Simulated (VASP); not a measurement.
**AlNi: single point with PBE**

The system is AlNi.

```xyz
2
Lattice="2.8222 0.0000 0.0000 0.0000 2.8222 0.0000 0.0000 0.0000 2.8222" Properties=species:S:1:pos:R:3 pbc="T T T"
Al    0.0000    0.0000    0.0000
Ni    1.4111    1.4111    1.4111
```

```json
{
 "Program": "VASP 6.6.1",
 "Task": "single point",
 "Functional": "PBE",
 "Potentials or basis": "VASP PAW PBE potentials, release 64 (Al, Ni)",
 "Cutoff": "520 eV",
 "k mesh": "16 × 16 × 16",
 "Occupations": "fermi-dirac, width 0.05 eV",
 "Spin": "collinear spin, ferromagnetic start",
 "Starting moments": "[0.0, 1.5] μB",
 "Dipole correction": "no",
 "Further INCAR settings": "ALGO = Normal; EDIFF = 1e-06; NBANDS = 18"
}
```

The pressure is 13.8 GPa and the net moment is 0.00 μB per cell. The valence electrons inside the program's atomic spheres are Al 0.83; Ni 9.58.

Levels at points of the mesh, in eV from the Fermi level:
Spin up:
| k point | band 5 | band 6 | band 7 | band 8 | band 9 | band 10 |
| --- | --- | --- | --- | --- | --- | --- |
| (0.00, 0.00, 0.00) | -1.67 | -1.67 | 5.77 | 5.77 | 5.77 | 8.33 |
| (0.50, 0.00, 0.00) | -2.43 | -1.57 | -0.68 | 8.35 | 10.33 | 10.33 |
| (0.50, 0.50, 0.00) | -2.26 | -2.26 | -1.09 | 1.60 | 2.77 | 12.98 |
| (0.50, 0.50, 0.50) | -1.06 | 1.95 | 1.95 | 1.95 | 4.25 | 4.72 |
Spin down:
```csv
k point,band 3,band 4,band 5,band 6,band 7,band 8,band 9,band 10,band 11,band 12
"(0.00, 0.00, 0.00)",-3.53,-1.67,-1.67,-1.67,5.77,5.77,5.77,8.33,8.33,14.89
"(0.50, 0.00, 0.00)",-3.01,-2.43,-2.43,-1.57,-0.68,8.35,10.33,10.33,11.51,11.51
"(0.50, 0.50, 0.00)",-3.06,-3.06,-2.26,-2.26,-1.09,1.60,2.77,12.98,15.63,15.63
"(0.50, 0.50, 0.50)",-4.41,-1.06,-1.06,1.95,1.95,1.95,4.25,4.72,4.72,4.72
```

Run time: 42 s on 1 thread of Intel(R) Xeon(R) 6975P-C (Granite Rapids), on a shared host, peak memory 0.22 GiB.

Caveat: the cell stands under pressure.
